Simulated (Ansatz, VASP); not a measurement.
# Two plane-wave programs on Fe

The input POSCAR:

```
Fe
1.0
   -1.4460000000      1.4460000000      1.4460000000
    2.8920000000     -2.8920000000      2.8920000000
    1.4460000000      1.4460000000     -1.4460000000
Fe
2
Direct
    0.0000000000      0.0000000000      0.0000000000
    0.0000000000      0.5000000000      0.0000000000
```

File INCAR.step1:

```
SYSTEM = Fe
PREC     = Accurate       ! precision mode
ENCUT    = 660            ! plane-wave cutoff, eV
ISMEAR   = -1             ! smearing method
SIGMA    = 0.1            ! smearing width, eV
LREAL    = .FALSE.        ! projectors in reciprocal space
LASPH    = .TRUE.         ! aspherical terms in the spheres
NELM     = 200            ! most SCF steps
ISPIN    = 2              ! spin polarisation
MAGMOM   = 4 4            ! initial moments
LMAXMIX  = 4              ! l up to which the mixer works
NBANDS   = 19             ! bands
GGA      = PE             ! functional
ALGO     = Normal         ! electronic algorithm
EDIFF    = 1E-5           ! SCF threshold, eV
LWAVE    = .TRUE.         ! write WAVECAR
LCHARG   = .FALSE.        ! write CHGCAR
GGA_COMPAT= .FALSE.
```

INCAR.step2

```
SYSTEM = Fe
PREC     = Accurate       ! precision mode
ENCUT    = 660            ! plane-wave cutoff, eV
EDIFF    = 1E-6           ! SCF threshold, eV
ISMEAR   = -1             ! smearing method
SIGMA    = 0.1            ! smearing width, eV
LREAL    = .FALSE.        ! projectors in reciprocal space
LASPH    = .TRUE.         ! aspherical terms in the spheres
NELM     = 200            ! most SCF steps
ALGO     = Normal         ! electronic algorithm
ISIF     = 2              ! what is computed and relaxed
LWAVE    = .FALSE.        ! write WAVECAR
LCHARG   = .TRUE.         ! write CHGCAR
ISPIN    = 2              ! spin polarisation
MAGMOM   = 4 4            ! initial moments
LORBIT   = 11             ! projections on sites
LMAXMIX  = 4              ! l up to which the mixer works
METAGGA  = R2SCAN         ! meta-GGA
LMIXTAU  = .TRUE.       
LELF     = .TRUE.         ! ELF
LVHAR    = .TRUE.       
NBANDS   = 19             ! bands
ISTART   = 1            
GGA_COMPAT= .FALSE.
```

KPOINTS

```
Automatic mesh
0
G
  12 6 12
  0 0 0
```

Input for Ansatz:

```yaml
crystal:
  lattice:
    - [-1.446, 1.446, 1.446]
    - [2.892, -2.892, 2.892]
    - [1.446, 1.446, -1.446]
  atoms:
    - { symbol: Fe, position: [0.0, 0.0, 0.0], spin: 4.0 }
    - { symbol: Fe, position: [0.0, 0.5, 0.0], spin: 4.0 }
magnetization:
  spin_polarized: true
hamiltonian:
  xc: r2scan
  pseudopotentials: { kind: paw }
basis:
  ecutwfc: 500
kpoints:
  mp_grid: { grid: [12, 6, 12] }
scf:
  occupations: { method: fermi_dirac, width: 0.1 }
  lower_state_search: "off"
output:
  forces: true
  stress: true
```

Alike in both runs: task single point; functional r2SCAN; k mesh 12 × 6 × 12; occupations fermi-dirac, width 0.1 eV; collinear spin.

|  | VASP | Ansatz |
| --- | --- | --- |
| version | VASP 6.6.1 | Ansatz 0.2.0 |
| potentials or method | VASP PAW PBE potentials, release 64 (Fe), cutoff 660 eV | PAW, plane waves, scalar-relativistic |
| valence electrons in the cell | 16 | 32 |

```tsv
	VASP	Ansatz	Ansatz less VASP
pressure (GPa)	-3.7	-3.4	+0.38
net moment per atom (μB)	2.71	2.71	+0.002
size of the moment on the site where the two differ most (μB)	2.78	2.87	+0.084
```

VASP's potentials were made for PBE, not for r2SCAN. Site moments also hang on the region over which each program counts them. VASP's potentials hold 16 valence electrons a cell and Ansatz's 32, so a difference there can come from the potentials and not from the codes. Ansatz's warnings: stability check not made.
